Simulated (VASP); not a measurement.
# ErBe (Pm-3m) in VASP: a series of runs

The runs below take ErBe through single point, with PBE.

All numbers are computed with VASP 6.6.1; they aren't measurements. Logs are shortened: lines on timing, memory, paths and dates and some standing lists are left out, and cuts for length are marked.

## 1. The cell of the first run

It takes space group Pm-3m (No. 221, cubic). The conventional cell has a = 3.435 Å, b = 3.435 Å, c = 3.435 Å, α = 90.00°, β = 90.00°, γ = 90.00°. Er (site symmetry m-3m) has 8 Be at 2.97 Å and 6 Er at 3.43 Å within 3.9 Å. Within 3.9 Å of Be (site symmetry m-3m) lie 8 Er at 2.97 Å and 6 Be at 3.43 Å.

## 2. Single point, PBE (20.26 Å³/atom)

The input, INCAR:

```
SYSTEM = ErBe
ALGO = Normal
EDIFF = 1E-6
ENCUT = 600
GGA = PE
GGA_COMPAT = .FALSE.
ISIF = 2
ISMEAR = 0
LASPH = .TRUE.
LCHARG = .FALSE.
LMAXMIX = 6
LREAL = .FALSE.
LWAVE = .FALSE.
NBANDS = 12
NELM = 200
PREC = Accurate
SIGMA = 0.1
```

The input, KPOINTS:

```
k-points
0
G
  14 14 14
  0 0 0
```

The input, POSCAR:

```
ErBe
1.0
    3.4349430481      0.0000000000      0.0000000000
    0.0000000000      3.4349430481      0.0000000000
    0.0000000000      0.0000000000      3.4349430481
Er Be
1 1
Direct
    0.5000000000      0.5000000000      0.5000000000
    0.0000000000      0.0000000000      0.0000000000
```

Potentials or basis: VASP PAW PBE potentials, release 64 (Er_3, Be), 4f in core.

On the command line:

```bash
$ cat potpaw_PBE.64/Er_3/POTCAR potpaw_PBE.64/Be/POTCAR > POTCAR
$ mpirun -np 1 vasp_std > vasp.out
```

OUTCAR:

```text
SYSTEM = ErBe
   EDIFF = 1E-6
   ENCUT = 600
   GGA = PE
   ISIF = 2
   ISMEAR = 0
   LASPH = .TRUE.
   LREAL = .FALSE.
   NELM = 200
   PREC = Accurate

 ion  position               nearest neighbor table
   1  0.500  0.500  0.500-   2 2.97   2 2.97   2 2.97   2 2.97   2 2.97   2 2.97   2 2.97   2 2.97

   2  0.000  0.000  0.000-   1 2.97   1 2.97   1 2.97   1 2.97   1 2.97   1 2.97   1 2.97   1 2.97

  LATTYP: Found a simple cubic cell.
 ALAT       =     3.4349430481

  Lattice vectors:

 A1 = (   3.4349430481,   0.0000000000,   0.0000000000)
 A2 = (   0.0000000000,   3.4349430481,   0.0000000000)
 A3 = (   0.0000000000,   0.0000000000,   3.4349430481)

Analysis of symmetry for initial positions (statically):
=====================================================================
 Subroutine PRICEL returns:
 Original cell was already a primitive cell.

 Routine SETGRP: Setting up the symmetry group for a
 simple cubic supercell.

 Subroutine GETGRP returns: Found 48 space group operations
 (whereof 48 operations were pure point group operations)
 out of a pool of 48 trial point group operations.

The static configuration has the point symmetry O_h .

Analysis of symmetry for dynamics (positions and initial velocities):
=====================================================================
 Subroutine PRICEL returns:
 Original cell was already a primitive cell.

 Routine SETGRP: Setting up the symmetry group for a
 simple cubic supercell.

 Subroutine GETGRP returns: Found 48 space group operations
 (whereof 48 operations were pure point group operations)
 out of a pool of 48 trial point group operations.

The dynamic configuration has the point symmetry O_h .

 Subroutine INISYM returns: Found 48 space group operations
 (whereof 48 operations are pure point group operations),
 and found     1 'primitive' translations

----------------------------------------------------------------------------------------

                                     Primitive cell

  volume of cell :      40.5283

  direct lattice vectors                    reciprocal lattice vectors
     3.434943048  0.000000000  0.000000000     0.291125642  0.000000000  0.000000000
     0.000000000  3.434943048  0.000000000     0.000000000  0.291125642  0.000000000
     0.000000000  0.000000000  3.434943048     0.000000000  0.000000000  0.291125642

  length of vectors
     3.434943048  3.434943048  3.434943048     0.291125642  0.291125642  0.291125642

  position of ions in fractional coordinates (direct lattice)
     0.500000000  0.500000000  0.500000000
     0.000000000  0.000000000  0.000000000

  ion indices of the primitive-cell ions
   primitive index   ion index
                 1           1
                 2           2

----------------------------------------------------------------------------------------

 KPOINTS: k-points

Automatic generation of k-mesh.
 Grid dimensions read from file:
 generate k-points for:   14   14   14

 Generating k-lattice:

  Cartesian coordinates                     Fractional coordinates (reciprocal lattice)
     0.020794689  0.000000000  0.000000000     0.071428571  0.000000000  0.000000000
     0.000000000  0.020794689  0.000000000     0.000000000  0.071428571  0.000000000
     0.000000000  0.000000000  0.020794689     0.000000000  0.000000000  0.071428571

  Length of vectors
     0.020794689  0.020794689  0.020794689

  Shift w.r.t. Gamma in fractional coordinates (k-lattice)
     0.000000000  0.000000000  0.000000000

 Subroutine IBZKPT returns following result:
 ===========================================

 Found    120 irreducible k-points:

 Following reciprocal coordinates:
            Coordinates               Weight
  0.000000  0.000000  0.000000      1.000000
  0.071429  0.000000  0.000000      6.000000
  0.142857  0.000000  0.000000      6.000000
  0.214286  0.000000  0.000000      6.000000
  0.285714  0.000000  0.000000      6.000000
  0.357143  0.000000  0.000000      6.000000
[... 16 lines left out ...]
  0.285714  0.214286  0.000000     24.000000
  0.357143  0.214286  0.000000     24.000000
 [... further k-points ...]
   k-points           NKPTS =    120   k-points in BZ     NKDIM =    120   number of bands    NBANDS=     12
   number of dos      NEDOS =    301   number of ions     NIONS =      2
   total plane-waves  NPLWV =  21952
   dimension x,y,z NGX =    28 NGY =   28 NGZ =   28
   dimension x,y,z NGXF=    56 NGYF=   56 NGZF=   56
   ions per type =               1   1
   NGX,Y,Z   is equivalent  to a cutoff of  13.55, 13.55, 13.55 a.u.
   NGXF,Y,Z  is equivalent  to a cutoff of  27.10, 27.10, 27.10 a.u.
 SYSTEM =  ErBe
   PREC   = accura    normal or accurate (medium, high low for compatibility)
   ISTART =      0    job   : 0-new  1-cont  2-samecut
   ICHARG =      2    charge: 1-file 2-atom 10-const
   ISPIN  =      1    spin polarized calculation?
   LNONCOLLINEAR =      F non collinear calculations
   LSORBIT =      F    spin-orbit coupling
   LASPH  =      T    aspherical Exc in radial PAW
   ENCUT  =  600.0 eV  44.10 Ry    6.64 a.u.   6.86  6.86  6.86*2*pi/ulx,y,z
   NELM   =    200;   NELMIN=  2; NELMDL= -5     # of ELM steps
   EDIFF  = 0.1E-05   stopping-criterion for ELM
   LREAL  =      F    real-space projection
[... 7 lines left out ...]
   TEBEG  =    0.0;   TEEND  =   0.0 temperature during run
   PSTRESS=    0.0 pullay stress
   NELECT =      11.0000    total number of electrons
   NUPDOWN=      -1.0000    fix difference up-down
   EMIN   =  10.00;   EMAX   =-10.00  energy-range for DOS
   EFERMI =   0.00;   METHOD = LEGACY
   ISMEAR =     0;   SIGMA  =   0.10  broadening in eV -4-tet -1-fermi 0-gaus
   EFERMI_NEDOS =   21; number of points for ismear=-14 and -15
   IALGO  =     38    algorithm
   IMIX   =      4    mixing-type and parameters
     AMIX     =   0.40;   BMIX     =  1.00
     AMIX_MAG =   1.60;   BMIX_MAG =  1.00
  volume/ion in A,a.u.               =      20.26       136.75
  Fermi-wavevector in a.u.,A,eV,Ry     =   1.059952  2.003019 15.286121  1.123498
  Thomas-Fermi vector in A             =   2.195316
   LORBIT       =      0    0 simple, 1 ext, 2 COOP (PROOUT), +10 PAW based schemes
   GGA     = PE    functional components
   LHFCALC =     F    Hartree Fock is set to
   AEXX    =    0.0000 exact exchange contribution
   IVDW    =     0    specifies the selected vdW correction
   LEPSILON=     F    determine dielectric tensor
   LRPA    =     F    only Hartree local field effects (RPA)
 non-spin polarized calculation
 Gauss-broadening in eV      SIGMA  =   0.10
  energy-cutoff  :      600.00
  volume of cell :       40.53
 maximum number of plane-waves:      1376
 NGX is ok and might be reduce to    28
   NGX = 13   NGY = 13   NGZ = 13

 number of electron      11.0000002 magnetization

 Free energy of the ion-electron system (eV)
  ---------------------------------------------------
  ext. energy  EPLUGINS =         0.00000000
  ---------------------------------------------------
  free energy    TOTEN  =        -8.07160537 eV

  energy without entropy =       -8.06115171  energy(sigma->0) =       -8.06637854

 E-fermi :   3.2054     XC(G=0):  -9.9190

 val. band max:        3.2014767868   @ k =   0.0714   0.0714   0.0000
 cond. band min:       3.2256243196   @ k =   0.1429   0.1429   0.0000
 fundamental gap:      0.0241475328
 Fermi energy:         3.2054401771

 k-point     1 :       0.0000    0.0000    0.0000
  band No.  band energies     occupation
      1     -21.0783      2.00000
      2     -21.0783      2.00000
      3     -21.0783      2.00000
      4      -3.3545      2.00000
      5       3.1593      1.48633
      6       3.1593      1.48633
      7       7.3265      0.00000
      8       7.3265      0.00000
      9       7.3265      0.00000
     10       8.5555      0.00000
     11       8.5555      0.00000
     12       8.5555      0.00000

 k-point     2 :       0.0714    0.0000    0.0000
  band No.  band energies     occupation
      1     -21.0992      2.00000
      2     -21.0765      2.00000
      3     -21.0765      2.00000
      4      -3.2726      2.00000
      5       3.1433      1.62076
      6       3.1953      1.11458
      7       7.0082      0.00000
      8       7.0082      0.00000
      9       7.2437      0.00000
     10       8.5725      0.00000
     11       8.8966      0.00000
     12       8.8966      0.00000

 k-point     3 :       0.1429    0.0000    0.0000
  band No.  band energies     occupation
      1     -21.1573      2.00000
      2     -21.0712      2.00000
      3     -21.0712      2.00000
      4      -3.0331      2.00000
      5       3.0382      1.98198
      6       3.2995      0.18361
      7       6.4495      0.00000
      8       6.4495      0.00000
      9       7.1380      0.00000
     10       8.6210      0.00000
     11       9.5326      0.00000
     12       9.5326      0.00000
[... 286 lines left out ...]
 k-point    23 :       0.2857    0.2143    0.0000
  band No.  band energies     occupation
      1     -21.3111      2.00000
      2     -21.2118      2.00000
      3     -21.0411      2.00000
      4      -1.5295      2.00000
      5       2.3454      2.00000
      6       3.3089      0.14329
      7       4.9307      0.00000
      8       5.6787      0.00000
      9       7.5219      0.00000
     10       8.4021      0.00000
     11      10.0663      0.00000
     12      11.5108      0.00000

 k-point    24 :       0.3571    0.2143    0.0000
  band No.  band energies     occupation
      1     -21.3894      2.00000
      2     -21.2028      2.00000
      3     -21.0337      2.00000
      4      -0.9870      2.00000
      5       1.6630      2.00000
      6       3.5414      0.00000
      7       4.7976      0.00000
      8       5.4749      0.00000
      9       7.5777      0.00000
     10       8.9170      0.00000
     11      10.4586      0.00000
     12      11.4808      0.00000

 [... further k-points ...]

------------------------ aborting loop because EDIFF is reached ----------------------------------------

  FORCE on cell =-STRESS in cart. coord.  units (eV):
  Direction    XX          YY          ZZ          XY          YZ          ZX
  --------------------------------------------------------------------------------------
  -------------------------------------------------------------------------------------
  Total       -0.8051073     -0.8051073     -0.8051073      0.0000000      0.0000000     -0.0000000
  in kB      -31.8277330    -31.8277330    -31.8277330      0.0000000      0.0000000     -0.0000000
  external PRESSURE =     -31.8277330 kB  Pullay stress =       0.0000000 kB

 VOLUME and BASIS-vectors are now :
 -----------------------------------------------------------------------------
  energy-cutoff  :      600.00
  volume of cell :       40.53
      direct lattice vectors                 reciprocal lattice vectors
     3.434943048  0.000000000  0.000000000     0.291125642  0.000000000  0.000000000
     0.000000000  3.434943048  0.000000000     0.000000000  0.291125642  0.000000000
     0.000000000  0.000000000  3.434943048     0.000000000  0.000000000  0.291125642

 POSITION                                       TOTAL-FORCE (eV/Angst)
 -----------------------------------------------------------------------------------
      1.71747      1.71747      1.71747         0.000000      0.000000      0.000000
      0.00000      0.00000      0.00000         0.000000      0.000000      0.000000
 -----------------------------------------------------------------------------------
    total drift:                                0.000000      0.000000      0.000000

  FREE ENERGIE OF THE ION-ELECTRON SYSTEM (eV)
  ---------------------------------------------------
  free  energy   TOTEN  =        -8.0716053710 eV

  energy  without entropy=       -8.0611517113  energy(sigma->0) =       -8.06637854
```

It took 29 s on 1 thread of Intel Xeon 6975P-C (Granite Rapids), shared host; peak memory 0.21 GiB.

Results:

| Property | Result |
| --- | --- |
| Free energy | -8.0716 eV |
| Pressure | -3.2 GPa |
| Band gap on the k mesh | zero (an odd number of electrons rules out a gap without spin polarisation) |

Levels at points of the mesh, in eV from the Fermi level:
| k point | band 2 | band 3 | band 4 | band 5 | band 6 | band 7 | band 8 | band 9 | band 10 | band 11 |
| --- | --- | --- | --- | --- | --- | --- | --- | --- | --- | --- |
| (0.00, 0.00, 0.00) | -24.28 | -24.28 | -6.56 | -0.05 | -0.05 | 4.12 | 4.12 | 4.12 | 5.35 | 5.35 |
| (0.50, 0.00, 0.00) | -24.25 | -24.25 | -3.68 | -2.94 | 0.84 | 1.60 | 1.60 | 5.72 | 6.77 | 8.05 |
| (0.50, 0.50, 0.00) | -24.63 | -24.21 | -3.24 | -0.15 | -0.15 | -0.04 | 3.32 | 3.32 | 5.71 | 7.14 |
| (0.50, 0.50, 0.50) | -24.58 | -24.58 | -1.99 | -1.99 | -1.99 | 1.29 | 5.91 | 5.91 | 5.91 | 7.32 |

Caveat: the cell stands under tension; spin-orbit coupling is left out, which moves the levels of the heavy elements; the 4f electrons are frozen in the core, so they carry no moment and show no levels. Spin polarisation is off, so any magnetic state and its effect on volume and gap are missing.

(Part 1 of 2 ends here.)

The gap in the log of VASP goes by the Fermi energy; the results here count the filled bands.